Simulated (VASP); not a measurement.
# Zn (C2/m) in VASP: a series of runs

Zn is run at these levels: PBEsol; tasks: single point.

Program: VASP 6.6.1. These are calculated values, not measurements. Logs are shortened: lines on timing, memory, paths and dates and some standing lists are left out, and cuts for length are marked.

## Step 1: The cell of the first run

Symmetry: C2/m, No. 12, monoclinic system. Conventional cell: a = 4.616 Å, b = 2.665 Å, c = 4.947 Å, α = 90.00°, β = 91.15°, γ = 90.00°. Within 3.5 Å of Zn (site symmetry m) lie 12 Zn at 2.66 to 2.94 Å.

## Step 2: Single point, PBEsol (strain -0.0200 x Voigt [0, 0, 0, 1, 0, 0])

File INCAR:

```
PREC = Accurate
ENCUT = 520
EDIFF = 1E-7
ISMEAR = 0
SIGMA = 0.15
LREAL = F
LASPH = T
NELM = 80
ALGO = Fast
ISIF = 2
LWAVE = F
LCHARG = F
GGA = PS
NBANDS = 19
```

File KPOINTS:

```
Automatic mesh
0
Gamma
  24 24 10
```

File POSCAR:

```
Zn
1.0
    2.6647980532      0.0000000000      0.0000000000
   -1.3323990266      2.3077828100     -0.0230778281
    0.0000000000     -0.0494670000      4.9467000000
Zn
2
Direct
    0.3333333333      0.6666666667      0.2500000000
    0.6666666667      0.3333333333      0.7500000000
```

Potentials or basis: VASP PAW PBE potentials, release 64 (Zn).

Started as:

```
cat potpaw_PBE.64/Zn/POTCAR > POTCAR
mpirun -np 1 vasp_std > vasp.out
```

OUTCAR:

```text
PREC = Accurate
   ENCUT = 520
   EDIFF = 1E-7
   ISMEAR = 0
   LREAL = F
   LASPH = T
   NELM = 80
   ISIF = 2
   GGA = PS

 ion  position               nearest neighbor table
   1  0.333  0.667  0.250-   2 2.89   2 2.90   2 2.90   2 2.93   2 2.93   2 2.94
   2  0.667  0.333  0.750-   1 2.89   1 2.90   1 2.90   1 2.93   1 2.93   1 2.94

  LATTYP: Found a base centered monoclinic cell.
 ALAT       =     4.6157963925
 B/A-ratio  =     0.5773214038
 C/A-ratio  =     1.0717429687
 COS(beta)  =    -0.0199980002

  Lattice vectors:

 A1 = (   1.3323990266,   2.3077828100,  -0.0230778281)
 A2 = (  -1.3323990266,   2.3077828100,  -0.0230778281)
 A3 = (   0.0000000000,  -0.0494670000,   4.9467000000)

Analysis of symmetry for initial positions (statically):
=====================================================================
 Subroutine PRICEL returns:
 Original cell was already a primitive cell.

 Routine SETGRP: Setting up the symmetry group for a
 base centered monoclinic supercell.

 Subroutine GETGRP returns: Found  4 space group operations
 (whereof  4 operations were pure point group operations)
 out of a pool of  4 trial point group operations.

The static configuration has the point symmetry C_2h.

Analysis of symmetry for dynamics (positions and initial velocities):
=====================================================================
 Subroutine PRICEL returns:
 Original cell was already a primitive cell.

 Routine SETGRP: Setting up the symmetry group for a
 base centered monoclinic supercell.

 Subroutine GETGRP returns: Found  4 space group operations
 (whereof  4 operations were pure point group operations)
 out of a pool of  4 trial point group operations.

The dynamic configuration has the point symmetry C_2h.

 Subroutine INISYM returns: Found  4 space group operations
 (whereof  4 operations are pure point group operations),
 and found     1 'primitive' translations

----------------------------------------------------------------------------------------

                                     Primitive cell

  volume of cell :      30.4181

  direct lattice vectors                    reciprocal lattice vectors
     2.664798053  0.000000000  0.000000000     0.375262958  0.216679838  0.002166798
    -1.332399027  2.307782810 -0.023077828     0.000000000  0.433359676  0.004333597
     0.000000000 -0.049467000  4.946700000     0.000000000  0.002021752  0.202175190

  length of vectors
     2.664798053  2.664897981  4.946947329     0.433332591  0.433381343  0.202185298

  position of ions in fractional coordinates (direct lattice)
     0.333333333  0.666666667  0.250000000
     0.666666667  0.333333333  0.750000000

  ion indices of the primitive-cell ions
   primitive index   ion index
                 1           1
                 2           2

----------------------------------------------------------------------------------------

 KPOINTS: Automatic mesh

Automatic generation of k-mesh.
 Grid dimensions read from file:
 generate k-points for:   24   24   10

 Generating k-lattice:

  Cartesian coordinates                     Fractional coordinates (reciprocal lattice)
     0.015635957  0.009028327  0.000090283     0.041666667  0.000000000  0.000000000
     0.000000000  0.018056653  0.000180567     0.000000000  0.041666667  0.000000000
     0.000000000  0.000202175  0.020217519     0.000000000 -0.000000000  0.100000000

  Length of vectors
     0.018055525  0.018057556  0.020218530

  Shift w.r.t. Gamma in fractional coordinates (k-lattice)
     0.000000000  0.000000000  0.000000000

 Subroutine IBZKPT returns following result:
 ===========================================

 Found   1514 irreducible k-points:

 Following reciprocal coordinates:
            Coordinates               Weight
  0.000000  0.000000  0.000000      1.000000
  0.041667 -0.000000  0.000000      4.000000
  0.083333 -0.000000  0.000000      4.000000
  0.125000 -0.000000  0.000000      4.000000
  0.166667 -0.000000 -0.000000      4.000000
  0.208333 -0.000000  0.000000      4.000000
[... 16 lines left out ...]
  0.375000  0.041667  0.000000      4.000000
  0.416667  0.041667  0.000000      4.000000
 [... further k-points ...]
   k-points           NKPTS =   1514   k-points in BZ     NKDIM =   1514   number of bands    NBANDS=     19
   number of dos      NEDOS =    301   number of ions     NIONS =      2
   total plane-waves  NPLWV =  16000
   dimension x,y,z NGX =    20 NGY =   20 NGZ =   40
   dimension x,y,z NGXF=    40 NGYF=   40 NGZF=   80
   ions per type =               2
   NGX,Y,Z   is equivalent  to a cutoff of  12.48, 12.48, 13.44 a.u.
   NGXF,Y,Z  is equivalent  to a cutoff of  24.95, 24.95, 26.88 a.u.
 SYSTEM =  unknown system
   PREC   = accura    normal or accurate (medium, high low for compatibility)
   ISTART =      0    job   : 0-new  1-cont  2-samecut
   ICHARG =      2    charge: 1-file 2-atom 10-const
   ISPIN  =      1    spin polarized calculation?
   LNONCOLLINEAR =      F non collinear calculations
   LSORBIT =      F    spin-orbit coupling
   LASPH  =      T    aspherical Exc in radial PAW
   ENCUT  =  520.0 eV  38.22 Ry    6.18 a.u.   4.95  4.95  9.20*2*pi/ulx,y,z
   NELM   =     80;   NELMIN=  2; NELMDL= -5     # of ELM steps
   EDIFF  = 0.1E-06   stopping-criterion for ELM
   LREAL  =      F    real-space projection
   EDIFFG = 0.1E-05   stopping-criterion for IOM
   NSW    =      0    number of steps for IOM
   IBRION =     -1    ionic relax: 0-MD 1-quasi-New 2-CG
   NFREE  =      0    steps in history (QN), initial steepest desc. (CG)
   ISIF   =      2    stress and relaxation
   ISYM   =      2    0-nonsym 1-usesym 2-fastsym
   POTIM  = 0.5000    time-step for ionic-motion
   TEBEG  =    0.0;   TEEND  =   0.0 temperature during run
   PSTRESS=    0.0 pullay stress
   NELECT =      24.0000    total number of electrons
   NUPDOWN=      -1.0000    fix difference up-down
   EMIN   =  10.00;   EMAX   =-10.00  energy-range for DOS
   EFERMI =   0.00;   METHOD = LEGACY
   ISMEAR =     0;   SIGMA  =   0.15  broadening in eV -4-tet -1-fermi 0-gaus
   EFERMI_NEDOS =   21; number of points for ismear=-14 and -15
   IALGO  =     68    algorithm
   IMIX   =      4    mixing-type and parameters
     AMIX     =   0.40;   BMIX     =  1.00
     AMIX_MAG =   1.60;   BMIX_MAG =  1.00
  volume/ion in A,a.u.               =      15.21       102.64
  Fermi-wavevector in a.u.,A,eV,Ry     =   1.512753  2.858689 31.135880  2.288423
  Thomas-Fermi vector in A             =   2.622636
   LORBIT       =      0    0 simple, 1 ext, 2 COOP (PROOUT), +10 PAW based schemes
   GGA     = PS    functional components
   LHFCALC =     F    Hartree Fock is set to
   AEXX    =    0.0000 exact exchange contribution
   IVDW    =     0    specifies the selected vdW correction
   LEPSILON=     F    determine dielectric tensor
   LRPA    =     F    only Hartree local field effects (RPA)
 non-spin polarized calculation
 RMM-DIIS sequential band-by-band and
 Gauss-broadening in eV      SIGMA  =   0.15
  energy-cutoff  :      520.00
  volume of cell :       30.42
 maximum number of plane-waves:       845
   NGX =  9   NGY =  9   NGZ = 19

 number of electron      24.0000010 magnetization

 Free energy of the ion-electron system (eV)
  ---------------------------------------------------
  ext. energy  EPLUGINS =         0.00000000
  ---------------------------------------------------
  free energy    TOTEN  =        -3.13935615 eV

  energy without entropy =       -3.13510704  energy(sigma->0) =       -3.13723159

 E-fermi :   2.9526     XC(G=0): -11.7005

 val. band max:        2.9513458128   @ k =   0.3333   0.0833   0.0000
 cond. band min:       2.9551388446   @ k =   0.3333  -0.4583   0.1000
 fundamental gap:      0.0037930318
 Fermi energy:         2.9526224839

 k-point     1 :       0.0000    0.0000    0.0000
  band No.  band energies     occupation
      1      -7.4767      2.00000
      2      -5.6468      2.00000
      3      -4.9420      2.00000
      4      -4.7105      2.00000
      5      -4.7105      2.00000
      6      -4.6606      2.00000
[... 11 lines left out ...]
     18      21.9849      0.00000
     19      22.0046      0.00000

 k-point     2 :       0.0417   -0.0000    0.0000
  band No.  band energies     occupation
      1      -7.4251      2.00000
      2      -5.6238      2.00000
      3      -4.9365      2.00000
      4      -4.7158      2.00000
      5      -4.6983      2.00000
      6      -4.6661      2.00000
[... 11 lines left out ...]
     18      21.3382      0.00000
     19      22.5492      0.00000

 k-point     3 :       0.0833   -0.0000    0.0000
  band No.  band energies     occupation
      1      -7.2712      2.00000
      2      -5.5583      2.00000
      3      -4.9221      2.00000
      4      -4.7295      2.00000
      5      -4.6811      2.00000
      6      -4.6623      2.00000
[... 11 lines left out ...]
     18      20.8715      0.00000
     19      22.8435      0.00000

 k-point     4 :       0.1250   -0.0000    0.0000
  band No.  band energies     occupation
      1      -7.0187      2.00000
      2      -5.4610      2.00000
      3      -4.9055      2.00000
      4      -4.7467      2.00000
      5      -4.6930      2.00000
      6      -4.6045      2.00000
[... 11 lines left out ...]
     18      20.2438      0.00000
     19      21.6400      0.00000

 k-point     5 :       0.1667   -0.0000   -0.0000
  band No.  band energies     occupation
      1      -6.6761      2.00000
      2      -5.3530      2.00000
      3      -4.8933      2.00000
      4      -4.7683      2.00000
      5      -4.6721      2.00000
      6      -4.5705      2.00000
[... 11 lines left out ...]
     18      19.2447      0.00000
     19      20.2178      0.00000

 k-point     6 :       0.2083   -0.0000    0.0000
  band No.  band energies     occupation
      1      -6.2647      2.00000
      2      -5.2698      2.00000
      3      -4.8697      2.00000
      4      -4.7835      2.00000
      5      -4.7045      2.00000
      6      -4.5972      2.00000
[... 11 lines left out ...]
     18      18.7597      0.00000
     19      19.0077      0.00000

 k-point     7 :       0.2500   -0.0000    0.0000
  band No.  band energies     occupation
      1      -5.8422      2.00000
      2      -5.2438      2.00000
      3      -4.8335      2.00000
      4      -4.8192      2.00000
      5      -4.7473      2.00000
      6      -4.5073      2.00000
[... 11 lines left out ...]
     18      18.3489      0.00000
     19      19.0617      0.00000

 k-point     8 :       0.2917   -0.0000    0.0000
  band No.  band energies     occupation
      1      -5.5341      2.00000
      2      -5.2635      2.00000
      3      -4.9447      2.00000
      4      -4.7656      2.00000
      5      -4.6233      2.00000
      6      -4.5629      2.00000
[... 256 lines left out ...]
 k-point    20 :       0.2500    0.0417   -0.0000
  band No.  band energies     occupation
      1      -5.6330      2.00000
      2      -5.2349      2.00000
      3      -4.8922      2.00000
      4      -4.7931      2.00000
      5      -4.7171      2.00000
      6      -4.5531      2.00000
[... 11 lines left out ...]
     18      18.9259      0.00000
     19      19.2777      0.00000

 k-point    21 :       0.2917    0.0417    0.0000
  band No.  band energies     occupation
      1      -5.4274      2.00000
      2      -5.2657      2.00000
      3      -4.9936      2.00000
      4      -4.7318      2.00000
      5      -4.6010      2.00000
      6      -4.5758      2.00000
[... 11 lines left out ...]
     18      18.5823      0.00000
     19      18.9703      0.00000

 k-point    22 :       0.3333    0.0417    0.0000
  band No.  band energies     occupation
      1      -5.3804      2.00000
      2      -5.2965      2.00000
      3      -5.0753      2.00000
      4      -4.6699      2.00000
      5      -4.6436      2.00000
      6      -4.5191      2.00000
[... 11 lines left out ...]
     18      18.3048      0.00000
     19      18.5115      0.00000

 k-point    23 :       0.3750    0.0417    0.0000
  band No.  band energies     occupation
      1      -5.3960      2.00000
      2      -5.3186      2.00000
      3      -5.1365      2.00000
      4      -4.6797      2.00000
      5      -4.6197      2.00000
      6      -4.5390      2.00000
[... 11 lines left out ...]
     18      18.0912      0.00000
     19      18.1578      0.00000

 k-point    24 :       0.4167    0.0417    0.0000
  band No.  band energies     occupation
      1      -5.4194      2.00000
      2      -5.3358      2.00000
      3      -5.1771      2.00000
      4      -4.7050      2.00000
      5      -4.5911      2.00000
      6      -4.5462      2.00000
[... 11 lines left out ...]
     18      17.8957      0.00000
     19      17.9702      0.00000

 [... further k-points ...]

------------------------ aborting loop because EDIFF is reached ----------------------------------------

  FORCE on cell =-STRESS in cart. coord.  units (eV):
  Direction    XX          YY          ZZ          XY          YZ          ZX
  --------------------------------------------------------------------------------------
  -------------------------------------------------------------------------------------
  Total       -1.1321921     -1.1294466     -0.5945191      0.0000000      0.1409539      0.0000000
  in kB      -59.6347403    -59.4901302    -31.3144680      0.0000000      7.4243135      0.0000000
  external PRESSURE =     -50.1464461 kB  Pullay stress =       0.0000000 kB

 VOLUME and BASIS-vectors are now :
 -----------------------------------------------------------------------------
  energy-cutoff  :      520.00
  volume of cell :       30.42
      direct lattice vectors                 reciprocal lattice vectors
     2.664798053  0.000000000  0.000000000     0.375262958  0.216679838  0.002166798
    -1.332399027  2.307782810 -0.023077828     0.000000000  0.433359676  0.004333597
     0.000000000 -0.049467000  4.946700000     0.000000000  0.002021752  0.202175190

 POSITION                                       TOTAL-FORCE (eV/Angst)
 -----------------------------------------------------------------------------------
     -0.00000      1.52616      1.22129         0.000000     -0.001599      0.000005
      1.33240      0.73216      3.70233        -0.000000      0.001599     -0.000005
 -----------------------------------------------------------------------------------
    total drift:                                0.000000     -0.000000      0.000000

  FREE ENERGIE OF THE ION-ELECTRON SYSTEM (eV)
  ---------------------------------------------------
  free  energy   TOTEN  =        -3.1393561495 eV

  energy  without entropy=       -3.1351070380  energy(sigma->0) =       -3.13723159
```

Wall time 8.6 min (1 thread of Oxide Virtual Turin-like, shared host); peak memory 0.7 GiB.

What came out:

```yaml
Free_energy: -3.1394 eV
Pressure: -5.0 GPa
Band_gap_on_the_k_mesh: zero (bands 12 and 13 overlap by 4.46 eV)
```

Stress tensor (GPa, compression positive):
```
-5.96  0.00  0.00
 0.00 -5.95  0.74
 0.00  0.74 -3.13
```

Caveat: the cell differs from its parent crystal (strain -0.0200 x Voigt [0, 0, 0, 1, 0, 0]); the cell stands under tension; the PAW data sets were made with another functional, which shifts forces and pressure a little.

[end of part 1 of 2]
